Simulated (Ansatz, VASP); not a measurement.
**KI in VASP and in Ansatz**

INCAR

```
PREC = Accurate ; ENCUT = 600
EDIFF = 1E-7 ; ISMEAR = 0
SIGMA = 0.02 ; LREAL = False
LASPH = True ; NELM = 100
ALGO = Normal ; ISIF = 3
LWAVE = False ; LCHARG = False
GGA = CA ; IBRION = 2
NSW = 100 ; EDIFFG = -0.005
```

KPOINTS

```
Automatic mesh
0
Gamma
  6 6 6
```

Contents of POSCAR:

```
KI
1.0
    0.0000000000      3.4109309835      3.4109309835
    3.4109309835      0.0000000000      3.4109309835
    3.4109309835      3.4109309835      0.0000000000
K I
1 1
Direct
    0.0000000000      0.0000000000      0.0000000000
    0.5000000000      0.5000000000      0.5000000000
```

Input for Ansatz:

```yaml
crystal:
  lattice:
    - [0.0, 3.4109309835, 3.4109309835]
    - [3.4109309835, 0.0, 3.4109309835]
    - [3.4109309835, 3.4109309835, 0.0]
  atoms:
    - { symbol: K, position: [0.0, 0.0, 0.0] }
    - { symbol: I, position: [0.5, 0.5, 0.5] }
basis:
  ecutwfc: 420
kpoints:
  mp_grid: { grid: [6, 6, 6] }
hamiltonian:
  xc: lda
scf:
  occupations: { method: gaussian, width: 0.02 }
output:
  forces: true
  stress: true
  eigenvalues: true
  write_density: true
  write_potential: true
  elf: true
  volumetric_format: npy
relax:
  adjacent_minimum: "off"
  f_tol: 0.005
  max_steps: 80
  cell: { stress_tol: 0.05 }
```

Alike in both runs: task relaxation of cell and atoms; functional LDA; k mesh 6 × 6 × 6; occupations gaussian, width 0.02 eV; no spin polarisation.

```csv
,VASP,Ansatz
version,VASP 6.6.1,Ansatz 0.2.0
potentials or method,"VASP PAW LDA potentials, release 64 (K_sv, I), cutoff 600 eV","scalar-relativistic, plane waves, PAW"
valence electrons in the cell,16,26
```

```csv
,VASP,Ansatz,Ansatz less VASP
"gap on the k mesh at the Fermi level, each at its own relaxed structure (eV)",3.87,3.86,-0.006
relaxed volume (Å³/atom),39.74,39.68,-0.059
relaxed cell length with the largest relative difference (Å),4.826,4.824,-0.0024
```

LDA's correlation is that of Perdew and Zunger in VASP and of Perdew and Wang (1992) in Ansatz. VASP's potentials hold 16 valence electrons a cell and Ansatz's 26, so a difference there can come from the potentials and not from the codes.

Spin-orbit coupling is off throughout.
